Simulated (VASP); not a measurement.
# HfB (I4/mmm) in VASP: notebook

Runs on HfB. Level: PBE. Tasks: single point.

Everything below comes from runs of VASP 6.6.1. Logs are shortened: lines on timing, memory, paths and dates and some standing lists are left out, and cuts for length are marked.

### Step 1. The cell of the first run

It takes space group I4/mmm (No. 139, tetragonal). Conventional cell: a = 3.267 Å, b = 3.267 Å, c = 4.574 Å, α = 90.00°, β = 90.00°, γ = 90.00°. Hf (site symmetry 4/mmm) has 6 B at 2.29 to 2.31 Å within 3.0 Å. Within 3.0 Å of B (site symmetry 4/mmm) lie 6 Hf at 2.29 to 2.31 Å.

### Step 2. Single point, PBE

INCAR

```
PREC = Accurate
ENCUT = 520
EDIFF = 1E-6
ISMEAR = 1
SIGMA = 0.15
LREAL = F
LASPH = T
NELM = 60
ALGO = Normal
ISIF = 2
LWAVE = F
LCHARG = T
GGA = PE
LELF = T
LVHAR = T
NBANDS = 14
```

KPOINTS

```
Automatic mesh
0
Gamma
  13 13 13
```

POSCAR

```
HfB
1.0
    0.0000000000      2.3100000000      2.2869000000
    2.3100000000      0.0000000000      2.2869000000
    2.3100000000      2.3100000000      0.0000000000
Hf B
1 1
Direct
    0.5000000000      0.5000000000      0.5000000000
    0.0000000000      0.0000000000      0.0000000000
```

Potentials or basis: VASP PAW PBE potentials, release 64 (Hf_pv, B).

Command:

```console
$ cat potpaw_PBE.64/Hf_pv/POTCAR potpaw_PBE.64/B/POTCAR > POTCAR
$ mpirun -np 1 vasp_std > vasp.out
```

OUTCAR:

```text
PREC = Accurate
   ENCUT = 520
   EDIFF = 1E-6
   ISMEAR = 1
   LREAL = F
   LASPH = T
   NELM = 60
   ISIF = 2
   GGA = PE

 ion  position               nearest neighbor table
   1  0.500  0.500  0.500-   2 2.29   2 2.29   2 2.31   2 2.31   2 2.31   2 2.31
   2  0.000  0.000  0.000-   1 2.29   1 2.29   1 2.31   1 2.31   1 2.31   1 2.31

  LATTYP: Found a body centered tetragonal cell.
 ALAT       =     3.2668333291
 C/A-ratio  =     1.4000714267

  Lattice vectors:

 A1 = (   0.0000000000,  -2.3100000000,  -2.2869000000)
 A2 = (   0.0000000000,   2.3100000000,  -2.2869000000)
 A3 = (   2.3100000000,   0.0000000000,   2.2869000000)

Analysis of symmetry for initial positions (statically):
=====================================================================
 Subroutine PRICEL returns:
 Original cell was already a primitive cell.

 Routine SETGRP: Setting up the symmetry group for a
 body centered tetragonal supercell.

 Subroutine GETGRP returns: Found 16 space group operations
 (whereof 16 operations were pure point group operations)
 out of a pool of 16 trial point group operations.

The static configuration has the point symmetry D_4h.

Analysis of symmetry for dynamics (positions and initial velocities):
=====================================================================
 Subroutine PRICEL returns:
 Original cell was already a primitive cell.

 Routine SETGRP: Setting up the symmetry group for a
 body centered tetragonal supercell.

 Subroutine GETGRP returns: Found 16 space group operations
 (whereof 16 operations were pure point group operations)
 out of a pool of 16 trial point group operations.

The dynamic configuration has the point symmetry D_4h.

 Subroutine INISYM returns: Found 16 space group operations
 (whereof 16 operations are pure point group operations),
 and found     1 'primitive' translations

----------------------------------------------------------------------------------------

                                     Primitive cell

  volume of cell :      24.4063

  direct lattice vectors                    reciprocal lattice vectors
     0.000000000  2.310000000  2.286900000    -0.216450216  0.216450216  0.218636582
     2.310000000  0.000000000  2.286900000     0.216450216 -0.216450216  0.218636582
     2.310000000  2.310000000  0.000000000     0.216450216  0.216450216 -0.218636582

  length of vectors
     3.250540203  3.250540203  3.266833329     0.376169307  0.376169307  0.376169307

  position of ions in fractional coordinates (direct lattice)
     0.500000000  0.500000000  0.500000000
     0.000000000  0.000000000  0.000000000

  ion indices of the primitive-cell ions
   primitive index   ion index
                 1           1
                 2           2

----------------------------------------------------------------------------------------

 KPOINTS: Automatic mesh

Automatic generation of k-mesh.
 Grid dimensions read from file:
 generate k-points for:   13   13   13

 Generating k-lattice:

  Cartesian coordinates                     Fractional coordinates (reciprocal lattice)
    -0.016650017  0.016650017  0.016818199     0.076923077  0.000000000  0.000000000
     0.016650017 -0.016650017  0.016818199     0.000000000  0.076923077  0.000000000
     0.016650017  0.016650017 -0.016818199     0.000000000  0.000000000  0.076923077

  Length of vectors
     0.028936101  0.028936101  0.028936101

  Shift w.r.t. Gamma in fractional coordinates (k-lattice)
     0.000000000  0.000000000  0.000000000

 Subroutine IBZKPT returns following result:
 ===========================================

 Found    196 irreducible k-points:

 Following reciprocal coordinates:
            Coordinates               Weight
  0.000000  0.000000  0.000000      1.000000
  0.076923  0.000000  0.000000      8.000000
  0.153846  0.000000  0.000000      8.000000
  0.230769 -0.000000  0.000000      8.000000
  0.307692  0.000000  0.000000      8.000000
  0.384615 -0.000000  0.000000      8.000000
[... 16 lines left out ...]
  0.384615  0.153846  0.000000      8.000000
  0.461538  0.153846  0.000000      8.000000
 [... further k-points ...]
   k-points           NKPTS =    196   k-points in BZ     NKDIM =    196   number of bands    NBANDS=     14
   number of dos      NEDOS =    301   number of ions     NIONS =      2
   total plane-waves  NPLWV =  13824
   dimension x,y,z NGX =    24 NGY =   24 NGZ =   24
   dimension x,y,z NGXF=    48 NGYF=   48 NGZF=   48
   ions per type =               1   1
   NGX,Y,Z   is equivalent  to a cutoff of  12.27, 12.27, 12.21 a.u.
   NGXF,Y,Z  is equivalent  to a cutoff of  24.55, 24.55, 24.43 a.u.
 SYSTEM =  unknown system
   PREC   = accura    normal or accurate (medium, high low for compatibility)
   ISTART =      0    job   : 0-new  1-cont  2-samecut
   ICHARG =      2    charge: 1-file 2-atom 10-const
   ISPIN  =      1    spin polarized calculation?
   LNONCOLLINEAR =      F non collinear calculations
   LSORBIT =      F    spin-orbit coupling
   LASPH  =      T    aspherical Exc in radial PAW
   ENCUT  =  520.0 eV  38.22 Ry    6.18 a.u.   6.04  6.04  6.07*2*pi/ulx,y,z
   NELM   =     60;   NELMIN=  2; NELMDL= -5     # of ELM steps
   EDIFF  = 0.1E-05   stopping-criterion for ELM
   LREAL  =      F    real-space projection
   EDIFFG = 0.1E-04   stopping-criterion for IOM
   NSW    =      0    number of steps for IOM
   IBRION =     -1    ionic relax: 0-MD 1-quasi-New 2-CG
   NFREE  =      0    steps in history (QN), initial steepest desc. (CG)
   ISIF   =      2    stress and relaxation
   ISYM   =      2    0-nonsym 1-usesym 2-fastsym
   POTIM  = 0.5000    time-step for ionic-motion
   TEBEG  =    0.0;   TEEND  =   0.0 temperature during run
   PSTRESS=    0.0 pullay stress
   NELECT =      13.0000    total number of electrons
   NUPDOWN=      -1.0000    fix difference up-down
   EMIN   =  10.00;   EMAX   =-10.00  energy-range for DOS
   EFERMI =   0.00;   METHOD = LEGACY
   ISMEAR =     1;   SIGMA  =   0.15  broadening in eV -4-tet -1-fermi 0-gaus
   EFERMI_NEDOS =   21; number of points for ismear=-14 and -15
   IALGO  =     38    algorithm
   IMIX   =      4    mixing-type and parameters
     AMIX     =   0.40;   BMIX     =  1.00
     AMIX_MAG =   1.60;   BMIX_MAG =  1.00
  volume/ion in A,a.u.               =      12.20        82.35
  Fermi-wavevector in a.u.,A,eV,Ry     =   1.327055  2.507770 23.960878  1.761075
  Thomas-Fermi vector in A             =   2.456396
   LORBIT       =      0    0 simple, 1 ext, 2 COOP (PROOUT), +10 PAW based schemes
   GGA     = PE    functional components
   LHFCALC =     F    Hartree Fock is set to
   AEXX    =    0.0000 exact exchange contribution
   IVDW    =     0    specifies the selected vdW correction
   LEPSILON=     F    determine dielectric tensor
   LRPA    =     F    only Hartree local field effects (RPA)
 non-spin polarized calculation
 Methfessel and Paxton  Order N= 1 SIGMA  =   0.15
  energy-cutoff  :      520.00
  volume of cell :       24.41
 maximum number of plane-waves:       670
   NGX = 13   NGY = 13   NGZ = 13

 number of electron      13.0000002 magnetization

 Free energy of the ion-electron system (eV)
  ---------------------------------------------------
  ext. energy  EPLUGINS =         0.00000000
  ---------------------------------------------------
  free energy    TOTEN  =       -17.09952352 eV

  energy without entropy =      -17.09959321  energy(sigma->0) =      -17.09954675

 E-fermi :   5.1626     XC(G=0): -12.3514

 val. band max:        5.1302822458   @ k =  -0.0769   0.2308   0.1538
 cond. band min:       5.1742053454   @ k =  -0.4615   0.0769   0.3077
 fundamental gap:      0.0439230996
 Fermi energy:         5.1626484888

 k-point     1 :       0.0000    0.0000    0.0000
  band No.  band energies     occupation
      1     -23.0529      2.00000
      2     -23.0509      2.00000
      3     -23.0509      2.00000
      4      -4.4156      2.00000
      5       7.3621     -0.00000
      6       7.3621     -0.00000
      7       7.4860     -0.00000
      8       9.1484      0.00000
      9       9.1484      0.00000
     10       9.2277      0.00000
     11       9.3922      0.00000
     12       9.5182      0.00000
     13      16.9090      0.00000
     14      18.3620      0.00000

 k-point     2 :       0.0769    0.0000    0.0000
  band No.  band energies     occupation
      1     -23.0983      2.00000
      2     -23.0565      2.00000
      3     -23.0560      2.00000
      4      -4.2414      2.00000
      5       6.7991     -0.00000
      6       7.2016     -0.00000
      7       7.2964     -0.00000
      8       8.1818      0.00000
      9       8.2310      0.00000
     10       9.5005      0.00000
     11      10.8695      0.00000
     12      10.9873      0.00000
     13      17.3566      0.00000
     14      18.5549      0.00000

 k-point     3 :       0.1538    0.0000    0.0000
  band No.  band energies     occupation
      1     -23.2252      2.00000
      2     -23.0698      2.00000
      3     -23.0684      2.00000
      4      -3.7406      2.00000
      5       5.6725     -0.00002
      6       6.2892     -0.00000
      7       6.3664     -0.00000
      8       8.3359      0.00000
      9       8.3731      0.00000
     10       9.9296      0.00000
     11      12.6577      0.00000
     12      12.7958      0.00000
     13      18.5495      0.00000
     14      19.0052      0.00000

 k-point     4 :       0.2308   -0.0000    0.0000
  band No.  band energies     occupation
      1     -23.3990      2.00000
      2     -23.0893      2.00000
      3     -23.0851      2.00000
      4      -2.9746      2.00000
      5       4.4816      2.00000
      6       5.3309     -0.06719
      7       5.3921     -0.05262
      8       9.0338      0.00000
      9       9.0533      0.00000
     10      10.2942      0.00000
     11      14.5561      0.00000
     12      14.7152      0.00000
     13      18.9541      0.00000
     14      20.2465      0.00000

 k-point     5 :       0.3077    0.0000    0.0000
  band No.  band energies     occupation
      1     -23.5772      2.00000
      2     -23.1098      2.00000
      3     -23.1027      2.00000
      4      -2.0321      2.00000
      5       3.3487      2.00000
      6       4.5793      2.00000
      7       4.6285      2.00001
      8       9.9672      0.00000
      9       9.9760      0.00000
     10      10.7548      0.00000
     11      16.4529      0.00000
[... 276 lines left out ...]
 k-point    22 :       0.3077    0.1538    0.0000
  band No.  band energies     occupation
      1     -23.4778      2.00000
      2     -23.1643      2.00000
      3     -23.1511      2.00000
      4      -2.2174      2.00000
      5       3.3893      2.00000
      6       4.7937      2.00277
      7       5.7175     -0.00000
      8       7.7913     -0.00000
      9      10.6524      0.00000
     10      11.9721      0.00000
     11      13.6620      0.00000
     12      16.5728      0.00000
     13      19.5251      0.00000
     14      20.4342      0.00000

 k-point    23 :       0.3846    0.1538    0.0000
  band No.  band energies     occupation
      1     -23.6176      2.00000
      2     -23.1812      2.00000
      3     -23.1799      2.00000
      4      -1.3428      2.00000
      5       2.5933      2.00000
      6       4.2678      2.00000
      7       5.0472      1.96374
      8       8.5604      0.00000
      9      11.5209      0.00000
     10      12.4204      0.00000
     11      15.0703      0.00000
     12      17.0222      0.00000
     13      18.9904      0.00000
     14      20.4360      0.00000

 k-point    24 :       0.4615    0.1538    0.0000
  band No.  band energies     occupation
      1     -23.7161      2.00000
      2     -23.2146      2.00000
      3     -23.1829      2.00000
      4      -0.4343      2.00000
      5       1.7825      2.00000
      6       4.0252      2.00000
      7       4.5216      2.00000
      8       9.4629      0.00000
      9      12.0727      0.00000
     10      12.7722      0.00000
     11      15.9362      0.00000
     12      16.3402      0.00000
     13      19.9248      0.00000
     14      20.3582      0.00000

 [... further k-points ...]

------------------------ aborting loop because EDIFF is reached ----------------------------------------

  FORCE on cell =-STRESS in cart. coord.  units (eV):
  Direction    XX          YY          ZZ          XY          YZ          ZX
  --------------------------------------------------------------------------------------
  -------------------------------------------------------------------------------------
  Total        4.8210804      4.8210804      5.6593113      0.0000000      0.0000000     -0.0000000
  in kB      316.4855084    316.4855084    371.5121608      0.0000000      0.0000000     -0.0000000
  external PRESSURE =     334.8277258 kB  Pullay stress =       0.0000000 kB

 VOLUME and BASIS-vectors are now :
 -----------------------------------------------------------------------------
  energy-cutoff  :      520.00
  volume of cell :       24.41
      direct lattice vectors                 reciprocal lattice vectors
     0.000000000  2.310000000  2.286900000    -0.216450216  0.216450216  0.218636582
     2.310000000  0.000000000  2.286900000     0.216450216 -0.216450216  0.218636582
     2.310000000  2.310000000  0.000000000     0.216450216  0.216450216 -0.218636582

 POSITION                                       TOTAL-FORCE (eV/Angst)
 -----------------------------------------------------------------------------------
      2.31000      2.31000      2.28690        -0.000000      0.000000      0.000000
      0.00000      0.00000      0.00000         0.000000     -0.000000     -0.000000
 -----------------------------------------------------------------------------------
    total drift:                                0.000000     -0.000000      0.000000

  FREE ENERGIE OF THE ION-ELECTRON SYSTEM (eV)
  ---------------------------------------------------
  free  energy   TOTEN  =       -17.0995235191 eV

  energy  without entropy=      -17.0995932062  energy(sigma->0) =      -17.09954675
```

It took 16 s on 1 thread of Intel Xeon 6975P-C (Granite Rapids), shared host; peak memory 0.19 GiB.

What came out:

```yaml
Free_energy: -17.0995 eV
Pressure: 33.5 GPa
```

Caveat: spin-orbit coupling is left out, which moves the levels of the heavy elements.

### Step 3. Single point, PBE

This run uses another cell than the first one, of 12.45 Å³/atom, 1.020 times its volume.

INCAR

```
ALGO = Normal
EDIFF = 1E-6
ENCUT = 520
GGA = PE
ISIF = 2
ISMEAR = 1
LASPH = True
LCHARG = False
LREAL = False
LWAVE = False
NBANDS = 14
NELM = 100
PREC = Accurate
SIGMA = 0.15
```

KPOINTS

```
k-points
0
Gamma
  13 13 13
```

POSCAR

```
HfB
1.0
    0.0000000000      2.3100000000      2.3331000000
    2.3100000000      0.0000000000      2.3331000000
    2.3100000000      2.3100000000      0.0000000000
Hf B
1 1
Direct
    0.5000000000      0.5000000000      0.5000000000
    0.0000000000      0.0000000000      0.0000000000
```

Potentials or basis: VASP PAW PBE potentials, release 64 (Hf_pv, B).

Command:

```console
$ cat potpaw_PBE.64/Hf_pv/POTCAR potpaw_PBE.64/B/POTCAR > POTCAR
$ mpirun -np 1 vasp_std > vasp.out
```

It took 16 s on 1 thread of Intel Xeon 6975P-C (Granite Rapids), shared host; peak memory 0.19 GiB.

It converged, with:

```
Free energy : -17.1940 eV
Pressure    : 27.8 GPa
```

Stress tensor (GPa, compression positive):
```
29.50  0.00  0.00
 0.00 29.50  0.00
 0.00  0.00 24.46
```

Levels at points of the mesh, in eV from the Fermi level:
```tsv
k point	band 3	band 4	band 5	band 6	band 7	band 8	band 9	band 10	band 11	band 12
(0.00, 0.00, 0.00)	-28.32	-9.51	2.14	2.26	2.26	3.91	3.98	3.98	4.15	4.28
```

Caveat: spin-orbit coupling is left out, which moves the levels of the heavy elements.

[end of part 1 of 2]
